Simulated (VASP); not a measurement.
LiF (Griceite), 2 atoms in the cell. Symmetry: I4/mmm, No. 139, tetragonal system. The conventional cell has a = 2.821 Å, b = 2.821 Å, c = 4.145 Å, α = 90.00°, β = 90.00°, γ = 90.00°. Li (site symmetry 4/mmm) has 6 F at 1.99 to 2.07 Å within 2.6 Å. F (site symmetry 4/mmm) has 6 Li at 1.99 to 2.07 Å within 2.6 Å.  This cell differs from its parent crystal: uniaxial z strain +3.9%.

```yaml
Program: VASP 6.6.1
Task: single point
Functional: PBE
Potentials_or_basis: VASP PAW PBE potentials, release 64 (Li_sv, F)
Cutoff: 520 eV
k_mesh: 10 × 10 × 10
Occupations: fermi-dirac, width 0.02 eV
Spin: no spin polarisation
Dipole_correction: no
Further_INCAR_settings: ALGO = Normal; EDIFF = 1e-06; NBANDS = 12
```

Potentials or basis: VASP PAW PBE potentials, release 64 (Li_sv, F).

The run is started by

```sh
$ cat potpaw_PBE.64/Li_sv/POTCAR potpaw_PBE.64/F/POTCAR > POTCAR
$ mpirun -np 1 vasp_std > vasp.out
```

Hardware: 1 thread of Intel(R) Xeon(R) Platinum 8259CL CPU @ 2.50GHz (Skylake/Cascade Lake), on a shared host.

Task: Estimate the wall time of this run.

Result: Wall time 11 s on 1 thread of Intel(R) Xeon(R) Platinum 8259CL CPU @ 2.50GHz (Skylake/Cascade Lake) (shared host), peak memory 0.14 GiB. Counts: scf iterations 12, k points 102.
